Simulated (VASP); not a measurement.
Here is a VASP 6.6.1 calculation.

INCAR

```
PREC = Accurate ; ENCUT = 520
EDIFF = 1E-6 ; ISMEAR = -1
SIGMA = 0.08 ; LREAL = False
LASPH = True ; NELM = 100
ALGO = Normal ; ISIF = 2
LWAVE = False ; LCHARG = False
GGA = PS ; NBANDS = 18
```

Contents of KPOINTS:

```
Automatic mesh
0
Gamma
  12 12 12
```

File POSCAR:

```
ScHg
1.0
    3.4800000000     -0.0174000000     -0.0174000000
   -0.0174000000      3.4800000000     -0.0174000000
   -0.0174000000     -0.0174000000      3.4800000000
Sc Hg
1 1
Direct
    0.5000000000      0.5000000000      0.5000000000
    0.0000000000      0.0000000000      0.0000000000
```

Potentials or basis: VASP PAW PBE potentials, release 64 (Sc_sv, Hg).

Launch:

```console
$ cat potpaw_PBE.64/Sc_sv/POTCAR potpaw_PBE.64/Hg/POTCAR > POTCAR
$ mpirun -np 1 vasp_std > vasp.out
```

(1) Estimate the pressure.

## Answers

(1) -0.8 GPa.

Caveat: the cell differs from its parent crystal (equal xy, yz and zx shear strains of -1 %); the PAW data sets were made with another functional, which shifts forces and pressure a little.
